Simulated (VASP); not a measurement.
A run of VASP 6.6.1:

POSCAR

```
Ti
1.0
    2.9888202413      0.0000000000      0.0000000000
   -1.4944101206      2.5883942563      0.0000000000
    0.0000000000      0.0000000000      4.7415860099
Ti
2
Direct
    0.6666666667      0.3333333333      0.7500000000
    0.3333333333      0.6666666667      0.2500000000
```

The input INCAR.step1:

```
SYSTEM = Ti
PREC = Accurate
ENCUT = 520
ISMEAR = -1
SIGMA = 0.05
LREAL = .False.
LASPH = .True.
NELM = 60
NBANDS = 19
GGA = PE
ALGO = Normal
EDIFF = 1E-4
LWAVE = .True.
LCHARG = .False.
```

Contents of INCAR.step2:

```
SYSTEM = Ti
PREC = Accurate
ENCUT = 520
EDIFF = 1E-6
ISMEAR = -1
SIGMA = 0.05
LREAL = .False.
LASPH = .True.
NELM = 60
ALGO = Normal
ISIF = 2
LWAVE = .False.
LCHARG = .True.
METAGGA = R2SCAN
LMIXTAU = .True.
IVDW = 13
VDW_S6 = 1.0
VDW_S8 = 0.6018749
VDW_A1 = 0.51559235
VDW_A2 = 5.77342911
LELF = .True.
LVHAR = .True.
NBANDS = 19
ISTART = 1
```

Contents of KPOINTS:

```
regular mesh
0
Gamma
  10 10 6
  0 0 0
```

Potentials or basis: VASP PAW PBE potentials, release 64 (Ti_sv).

Launch:

```sh
$ cat potpaw_PBE.64/Ti_sv/POTCAR > POTCAR
$ cp INCAR.step1 INCAR
$ mpirun -np 1 vasp_std > vasp.out
$ cp INCAR.step2 INCAR
$ mpirun -np 1 vasp_std > vasp.out
```

Hardware: 1 thread of Intel(R) Xeon(R) 6975P-C (Granite Rapids), on a shared host.

Question: Estimate the wall time of this run.

Answer: Wall time 53 s on 1 thread of Intel(R) Xeon(R) 6975P-C (Granite Rapids) (shared host), peak memory 0.17 GiB. Counts: k points 56.
